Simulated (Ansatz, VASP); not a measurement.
**Zr3B: VASP beside Ansatz**

```
CELL_PARAMETERS angstrom
5.27104 0.00000 0.00000
0.00000 5.27104 0.00000
0.00000 0.00000 5.27104
ATOMIC_POSITIONS crystal
Zr 0.25000 0.00000 0.50000
Zr 0.50000 0.75000 0.00000
Zr 0.75000 0.00000 0.50000
Zr 0.50000 0.25000 0.00000
Zr 0.00000 0.50000 0.75000
Zr 0.00000 0.50000 0.25000
B 0.00000 0.00000 0.00000
B 0.50000 0.50000 0.50000
```

Change from the starting cell: species swapped into the Mo3Os type (Pm-3n, No. 223).

Alike in both runs: functional PBE; k mesh 8 × 8 × 8; occupations gaussian, width 0.1 eV; no spin polarisation.

Ansatz relaxed the structure, and its values are those at the end. VASP's run is a single point on that final structure, the one shown.

|  | VASP | Ansatz |
| --- | --- | --- |
| version | VASP 6.6.1 | Ansatz 0.2.0 |
| potentials or method | VASP PAW PBE potentials, release 64 (Zr_sv, B), cutoff 520 eV | scalar-relativistic, plane waves, PAW |
| valence electrons in the cell | 78 | 78 |

VASP gave:

- gap on the k mesh at the Fermi level (eV): none
- pressure (GPa): 0.1

Q: Estimate Ansatz's values.

A: gap on the k mesh at the Fermi level (eV): none; pressure (GPa): 0.0.

A gap of «none» marks a metal or a gap that the smearing closes. The functional is the same, so the differences come from potentials, cutoffs and numerics.
